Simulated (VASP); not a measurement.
Set up this calculation in VASP 6.6.1, as the native input.

| Property | Result |
| --- | --- |
| Task | single point |
| Functional | PBEsol |
| Potentials or basis | VASP PAW PBE potentials, release 64 (Al) |
| Cutoff | 520 eV |
| k mesh | 13 × 13 × 13 |
| Occupations | fermi-dirac, width 0.1 eV |
| Spin | no spin polarisation |
| Dipole correction | no |
| Further INCAR settings | ALGO = Normal; EDIFF = 1e-07; NBANDS = 8 |

The structure of Al lies in POSCAR:

```
Al
1.0
   -1.5476027921      1.5476027921      1.5476027921
    1.5476027921     -1.5476027921      1.5476027921
    1.5476027921      1.5476027921     -1.5476027921
Al
1
Direct
    0.0000000000      0.0000000000      0.0000000000
```

The input as run:

INCAR

```
PREC = Accurate
ENCUT = 520
EDIFF = 1E-7
ISMEAR = -1
SIGMA = 0.1
LREAL = F
LASPH = T
NELM = 60
ALGO = Normal
ISIF = 2
LWAVE = F
LCHARG = F
GGA = PS
NBANDS = 8
```

KPOINTS

```
Automatic mesh
0
Gamma
  13 13 13
```

Potentials or basis: VASP PAW PBE potentials, release 64 (Al).

Run with:

```sh
$ cat potpaw_PBE.64/Al/POTCAR > POTCAR
$ mpirun -np 1 vasp_std > vasp.out
```

Results of the run:

* Pressure: 10.4 GPa

Caveat: the PAW data sets were made with another functional, which shifts forces and pressure a little.

Run time: 5 s on 1 thread of Intel(R) Xeon(R) Platinum 8559C (Emerald Rapids), on a shared host, peak memory 0.12 GiB.
